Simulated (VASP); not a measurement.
# Pd (Pm-3m) in VASP: a series of runs

Pd is run at these levels: RPBE; tasks: single point.

Program: VASP 6.6.1. These are calculated values, not measurements. Logs are shortened: lines on timing, memory, paths and dates and some standing lists are left out, and cuts for length are marked.

### 1 The cell of the first run

It takes space group Pm-3m (No. 221, cubic). The conventional cell has a = 2.608 Å, b = 2.608 Å, c = 2.608 Å, α = 90.00°, β = 90.00°, γ = 90.00°. Within 3.4 Å of Pd (site symmetry m-3m) lie 6 Pd at 2.61 Å.

### 2 Single point, RPBE, collinear spin, ferromagnetic start (volume scaled by 0.96)

The input, INCAR:

```
PREC = Accurate
ENCUT = 520
EDIFF = 1E-6
ISMEAR = -1
SIGMA = 0.05
LREAL = False
LASPH = True
NELM = 150
ALGO = Normal
ISIF = 2
LWAVE = False
LCHARG = True
ISPIN = 2
MAGMOM = 0.5
LORBIT = 11
LMAXMIX = 4
GGA = RP
LELF = True
LVHAR = True
NBANDS = 15
```

The input, KPOINTS:

```
Automatic mesh
0
Gamma
  13 13 13
```

The input, POSCAR:

```
Pd
1.0
    2.6077600013      0.0000000000      0.0000000000
    0.0000000000      2.6077600013      0.0000000000
    0.0000000000      0.0000000000      2.6077600013
Pd
1
Direct
    0.0000000000      0.0000000000      0.0000000000
```

Potentials or basis: VASP PAW PBE potentials, release 64 (Pd).

Launch:

```
> cat potpaw_PBE.64/Pd/POTCAR > POTCAR
> mpirun -np 1 vasp_std > vasp.out
```

OUTCAR:

```text
PREC = Accurate
   ENCUT = 520
   EDIFF = 1E-6
   ISMEAR = -1
   LREAL = False
   LASPH = True
   NELM = 150
   ISIF = 2
   ISPIN = 2
   LORBIT = 11
   GGA = RP

 ion  position               nearest neighbor table
   1  0.000  0.000  0.000-

  LATTYP: Found a simple cubic cell.
 ALAT       =     2.6077600013

  Lattice vectors:

 A1 = (   2.6077600013,   0.0000000000,   0.0000000000)
 A2 = (   0.0000000000,   2.6077600013,   0.0000000000)
 A3 = (   0.0000000000,   0.0000000000,   2.6077600013)

Analysis of symmetry for initial positions (statically):
=====================================================================
 Subroutine PRICEL returns:
 Original cell was already a primitive cell.

 Routine SETGRP: Setting up the symmetry group for a
 simple cubic supercell.

 Subroutine GETGRP returns: Found 48 space group operations
 (whereof 48 operations were pure point group operations)
 out of a pool of 48 trial point group operations.

The static configuration has the point symmetry O_h .

Analysis of symmetry for dynamics (positions and initial velocities):
=====================================================================
 Subroutine PRICEL returns:
 Original cell was already a primitive cell.

 Routine SETGRP: Setting up the symmetry group for a
 simple cubic supercell.

 Subroutine GETGRP returns: Found 48 space group operations
 (whereof 48 operations were pure point group operations)
 out of a pool of 48 trial point group operations.

The dynamic configuration has the point symmetry O_h .

Analysis of structural, dynamic, and magnetic symmetry:
=====================================================================
 Subroutine PRICEL returns:
 Original cell was already a primitive cell.

 Routine SETGRP: Setting up the symmetry group for a
 simple cubic supercell.

 Subroutine GETGRP returns: Found 48 space group operations
 (whereof 48 operations were pure point group operations)
 out of a pool of 48 trial point group operations.

The overall configuration has the point symmetry O_h .

 Subroutine INISYM returns: Found 48 space group operations
 (whereof 48 operations are pure point group operations),
 and found     1 'primitive' translations

----------------------------------------------------------------------------------------

                                     Primitive cell

  volume of cell :      17.7338

  direct lattice vectors                    reciprocal lattice vectors
     2.607760001  0.000000000  0.000000000     0.383470871  0.000000000  0.000000000
     0.000000000  2.607760001  0.000000000     0.000000000  0.383470871  0.000000000
     0.000000000  0.000000000  2.607760001     0.000000000  0.000000000  0.383470871

  length of vectors
     2.607760001  2.607760001  2.607760001     0.383470871  0.383470871  0.383470871

  position of ions in fractional coordinates (direct lattice)
     0.000000000  0.000000000  0.000000000

  ion indices of the primitive-cell ions
   primitive index   ion index
                 1           1

----------------------------------------------------------------------------------------

 KPOINTS: Automatic mesh

Automatic generation of k-mesh.
 Grid dimensions read from file:
 generate k-points for:   13   13   13

 Generating k-lattice:

  Cartesian coordinates                     Fractional coordinates (reciprocal lattice)
     0.029497759  0.000000000  0.000000000     0.076923077  0.000000000  0.000000000
     0.000000000  0.029497759  0.000000000     0.000000000  0.076923077  0.000000000
     0.000000000  0.000000000  0.029497759     0.000000000  0.000000000  0.076923077

  Length of vectors
     0.029497759  0.029497759  0.029497759

  Shift w.r.t. Gamma in fractional coordinates (k-lattice)
     0.000000000  0.000000000  0.000000000

 Subroutine IBZKPT returns following result:
 ===========================================

 Found     84 irreducible k-points:

 Following reciprocal coordinates:
            Coordinates               Weight
  0.000000  0.000000  0.000000      1.000000
  0.076923  0.000000  0.000000      6.000000
  0.153846  0.000000  0.000000      6.000000
  0.230769  0.000000  0.000000      6.000000
  0.307692  0.000000  0.000000      6.000000
  0.384615  0.000000  0.000000      6.000000
[... 16 lines left out ...]
  0.307692  0.307692  0.000000     12.000000
  0.384615  0.307692  0.000000     24.000000
 [... further k-points ...]
   k-points           NKPTS =     84   k-points in BZ     NKDIM =     84   number of bands    NBANDS=     15
   number of dos      NEDOS =    301   number of ions     NIONS =      1
   total plane-waves  NPLWV =   8000
   dimension x,y,z NGX =    20 NGY =   20 NGZ =   20
   dimension x,y,z NGXF=    40 NGYF=   40 NGZF=   40
   ions per type =               1
   NGX,Y,Z   is equivalent  to a cutoff of  12.75, 12.75, 12.75 a.u.
   NGXF,Y,Z  is equivalent  to a cutoff of  25.50, 25.50, 25.50 a.u.
 SYSTEM =  unknown system
   PREC   = accura    normal or accurate (medium, high low for compatibility)
   ISTART =      0    job   : 0-new  1-cont  2-samecut
   ICHARG =      2    charge: 1-file 2-atom 10-const
   ISPIN  =      2    spin polarized calculation?
   LNONCOLLINEAR =      F non collinear calculations
   LSORBIT =      F    spin-orbit coupling
   LASPH  =      T    aspherical Exc in radial PAW
   ENCUT  =  520.0 eV  38.22 Ry    6.18 a.u.   4.85  4.85  4.85*2*pi/ulx,y,z
   NELM   =    150;   NELMIN=  2; NELMDL= -5     # of ELM steps
   EDIFF  = 0.1E-05   stopping-criterion for ELM
   LREAL  =      F    real-space projection
   EDIFFG = 0.1E-04   stopping-criterion for IOM
   NSW    =      0    number of steps for IOM
   IBRION =     -1    ionic relax: 0-MD 1-quasi-New 2-CG
   NFREE  =      0    steps in history (QN), initial steepest desc. (CG)
   ISIF   =      2    stress and relaxation
   ISYM   =      2    0-nonsym 1-usesym 2-fastsym
   POTIM  = 0.5000    time-step for ionic-motion
   TEBEG  =    0.0;   TEEND  =   0.0 temperature during run
   PSTRESS=    0.0 pullay stress
   NELECT =      10.0000    total number of electrons
   NUPDOWN=      -1.0000    fix difference up-down
   EMIN   =  10.00;   EMAX   =-10.00  energy-range for DOS
   EFERMI =   0.00;   METHOD = LEGACY
   ISMEAR =    -1;   SIGMA  =   0.05  broadening in eV -4-tet -1-fermi 0-gaus
   EFERMI_NEDOS =   21; number of points for ismear=-14 and -15
   IALGO  =     38    algorithm
   IMIX   =      4    mixing-type and parameters
     AMIX     =   0.40;   BMIX     =  1.00
     AMIX_MAG =   1.60;   BMIX_MAG =  1.00
  volume/ion in A,a.u.               =      17.73       119.67
  Fermi-wavevector in a.u.,A,eV,Ry     =   1.352510  2.555874 24.888917  1.829284
  Thomas-Fermi vector in A             =   2.479843
   LORBIT       =     11    0 simple, 1 ext, 2 COOP (PROOUT), +10 PAW based schemes
   GGA     = RP    functional components
   LHFCALC =     F    Hartree Fock is set to
   AEXX    =    0.0000 exact exchange contribution
   IVDW    =     0    specifies the selected vdW correction
   LEPSILON=     F    determine dielectric tensor
   LRPA    =     F    only Hartree local field effects (RPA)
 spin polarized calculation
  energy-cutoff  :      520.00
  volume of cell :       17.73
 maximum number of plane-waves:       488
 NGX is ok and might be reduce to    20
   NGX =  9   NGY =  9   NGZ =  9

 number of electron      10.0000007 magnetization      -0.0035217

 number of electron      10.0000007 magnetization       0.0002855

 Free energy of the ion-electron system (eV)
  ---------------------------------------------------
  ext. energy  EPLUGINS =         0.00000000
  ---------------------------------------------------
  free energy    TOTEN  =        -4.16035724 eV

  energy without entropy =       -4.14843263  energy(sigma->0) =       -4.15439493

 E-fermi :   7.3651     XC(G=0): -11.8109

 val. band max:        7.3611603984   @ k =   0.0769   0.0000   0.0000
 cond. band min:       7.3778560054   @ k =   0.3846   0.0769   0.0769
 fundamental gap:      0.0166956069
 Fermi energy:         7.3651375632

 spin component 1

 k-point     1 :       0.0000    0.0000    0.0000
  band No.  band energies     occupation
      1       1.4547      1.00000
      2       2.8719      1.00000
      3       2.8719      1.00000
      4       7.3526      0.56249
      5       7.3526      0.56249
      6       7.3526      0.56249
      7      23.8933      0.00000
      8      23.8933      0.00000
      9      23.8933      0.00000
     10      30.1702      0.00000
     11      30.1702      0.00000
     12      30.3546      0.00000
     13      34.4403      0.00000
     14      37.3574      0.00000
     15      37.3574      0.00000
[... 397 lines left out ...]
 k-point    24 :       0.3846    0.3077    0.0000
  band No.  band energies     occupation
      1       3.4843      1.00000
      2       3.7249      1.00000
      3       6.1726      1.00000
      4       6.2229      1.00000
      5       6.4933      1.00000
      6       9.0748      0.00000
      7      15.0439      0.00000
      8      20.1404      0.00000
      9      24.5676      0.00000
     10      29.5234      0.00000
     11      31.7454      0.00000
     12      32.8823      0.00000
     13      34.3518      0.00000
     14      35.8062      0.00000
     15      38.9984      0.00000

 [... further k-points ...]

 spin component 2

 k-point     1 :       0.0000    0.0000    0.0000
  band No.  band energies     occupation
      1       1.4547      1.00000
      2       2.8719      1.00000
      3       2.8719      1.00000
      4       7.3531      0.55999
      5       7.3531      0.55999
      6       7.3531      0.55999
      7      23.8934      0.00000
      8      23.8934      0.00000
      9      23.8934      0.00000
     10      30.1701      0.00000
     11      30.1701      0.00000
     12      30.3541      0.00000
     13      34.4405      0.00000
     14      37.3575      0.00000
     15      37.3575      0.00000
[... 397 lines left out ...]
 k-point    24 :       0.3846    0.3077    0.0000
  band No.  band energies     occupation
      1       3.4846      1.00000
      2       3.7250      1.00000
      3       6.1731      1.00000
      4       6.2230      1.00000
      5       6.4938      1.00000
      6       9.0749      0.00000
      7      15.0439      0.00000
      8      20.1403      0.00000
      9      24.5676      0.00000
     10      29.5232      0.00000
     11      31.7455      0.00000
     12      32.8822      0.00000
     13      34.3520      0.00000
     14      35.8064      0.00000
     15      38.9982      0.00000

 [... further k-points ...]

------------------------ aborting loop because EDIFF is reached ----------------------------------------

  FORCE on cell =-STRESS in cart. coord.  units (eV):
  Direction    XX          YY          ZZ          XY          YZ          ZX
  --------------------------------------------------------------------------------------
  -------------------------------------------------------------------------------------
  Total        0.4746573      0.4746573      0.4746573      0.0000000      0.0000000      0.0000000
  in kB       42.8832650     42.8832650     42.8832650      0.0000000      0.0000000      0.0000000
  external PRESSURE =      42.8832650 kB  Pullay stress =       0.0000000 kB

 VOLUME and BASIS-vectors are now :
 -----------------------------------------------------------------------------
  energy-cutoff  :      520.00
  volume of cell :       17.73
      direct lattice vectors                 reciprocal lattice vectors
     2.607760001  0.000000000  0.000000000     0.383470871  0.000000000  0.000000000
     0.000000000  2.607760001  0.000000000     0.000000000  0.383470871  0.000000000
     0.000000000  0.000000000  2.607760001     0.000000000  0.000000000  0.383470871

 POSITION                                       TOTAL-FORCE (eV/Angst)
 -----------------------------------------------------------------------------------
      0.00000      0.00000      0.00000         0.000000      0.000000      0.000000
 -----------------------------------------------------------------------------------
    total drift:                               -0.000000      0.000000      0.000000

  FREE ENERGIE OF THE ION-ELECTRON SYSTEM (eV)
  ---------------------------------------------------
  free  energy   TOTEN  =        -4.1603572429 eV

  energy  without entropy=       -4.1484326260  energy(sigma->0) =       -4.15439493

 total charge

# of ion       s       p       d       tot
------------------------------------------
    1        0.493   0.332   8.534   9.359

 magnetization (x)

# of ion       s       p       d       tot
------------------------------------------
    1        0.000  -0.000   0.000   0.000
```

Wall time 29 s (1 thread of Intel Xeon 6975P-C, shared host); peak memory 0.15 GiB.

Results:

```yaml
Free_energy: -4.1604 eV
Pressure: 4.3 GPa
Band_gap_on_the_k_mesh: zero (filled and empty bands overlap)
Net_moment: 0.00 μB per cell
Valence_electrons_inside_the_program's_atomic_spheres: Pd 9.36
```

Caveat: the cell differs from its parent crystal (volume scaled by 0.96); the PAW data sets were made with another functional, which shifts forces and pressure a little.

### 3 Single point, RPBE, collinear spin, ferromagnetic start

This run uses another cell than the first one, of 18.47 Å³/atom, 1.042 times its volume.

The input, INCAR:

```
  PREC = Accurate
  ENCUT = 520
  EDIFF = 1E-6
  ISMEAR = -1
  SIGMA = 0.05
  LREAL = False
  LASPH = True
  NELM = 150
  ALGO = Normal
  ISIF = 2
  LWAVE = False
  LCHARG = False
  ISPIN = 2
  MAGMOM = 0.5
  LORBIT = 11
  LMAXMIX = 4
  GGA = RP
  NBANDS = 15
```

The input, KPOINTS:

```
Automatic mesh
0
Gamma
  12 12 12
```

The input, POSCAR:

```
Pd
1.0
    2.6434871807      0.0000000000      0.0000000000
    0.0000000000      2.6434871807      0.0000000000
    0.0000000000      0.0000000000      2.6434871807
Pd
1
Direct
    0.0000000000      0.0000000000      0.0000000000
```

Potentials or basis: VASP PAW PBE potentials, release 64 (Pd).

Launch:

```
> cat potpaw_PBE.64/Pd/POTCAR > POTCAR
> mpirun -np 1 vasp_std > vasp.out
```

OUTCAR:

```text
PREC = Accurate
   ENCUT = 520
   EDIFF = 1E-6
   ISMEAR = -1
   LREAL = False
   LASPH = True
   NELM = 150
   ISIF = 2
   ISPIN = 2
   LORBIT = 11
   GGA = RP

 ion  position               nearest neighbor table
   1  0.000  0.000  0.000-

  LATTYP: Found a simple cubic cell.
 ALAT       =     2.6434871807

  Lattice vectors:

 A1 = (   2.6434871807,   0.0000000000,   0.0000000000)
 A2 = (   0.0000000000,   2.6434871807,   0.0000000000)
[... 1075 lines left out ...]
  --------------------------------------------------------------------------------------
  -------------------------------------------------------------------------------------
  Total       -0.0242817     -0.0242817     -0.0242817     -0.0000000      0.0000000      0.0000000
  in kB       -2.1059966     -2.1059966     -2.1059966     -0.0000000      0.0000000      0.0000000
  external PRESSURE =      -2.1059966 kB  Pullay stress =       0.0000000 kB

 VOLUME and BASIS-vectors are now :
 -----------------------------------------------------------------------------
  energy-cutoff  :      520.00
  volume of cell :       18.47
      direct lattice vectors                 reciprocal lattice vectors
     2.643487181  0.000000000  0.000000000     0.378288197  0.000000000  0.000000000
     0.000000000  2.643487181  0.000000000     0.000000000  0.378288197  0.000000000
     0.000000000  0.000000000  2.643487181     0.000000000  0.000000000  0.378288197

 POSITION                                       TOTAL-FORCE (eV/Angst)
 -----------------------------------------------------------------------------------
      0.00000      0.00000      0.00000         0.000000      0.000000      0.000000
 -----------------------------------------------------------------------------------
    total drift:                                0.000000      0.000000      0.000000

  FREE ENERGIE OF THE ION-ELECTRON SYSTEM (eV)
  ---------------------------------------------------
  free  energy   TOTEN  =        -4.1691415450 eV

  energy  without entropy=       -4.1553241103  energy(sigma->0) =       -4.16223283

 total charge

# of ion       s       p       d       tot
------------------------------------------
    1        0.469   0.304   8.525   9.298

 magnetization (x)

# of ion       s       p       d       tot
------------------------------------------
    1        0.000  -0.000   0.000   0.000
```

Wall time 29 s (1 thread of Intel Xeon 6975P-C, shared host); peak memory 0.15 GiB.

Results:

```yaml
Free_energy: -4.1691 eV
Pressure: -0.2 GPa
Band_gap_on_the_k_mesh: zero (filled and empty bands overlap)
Net_moment: 0.00 μB per cell
Valence_electrons_inside_the_program's_atomic_spheres: Pd 9.30
```

Caveat: the PAW data sets were made with another functional, which shifts forces and pressure a little.

(Continued in part 2 of 2.)
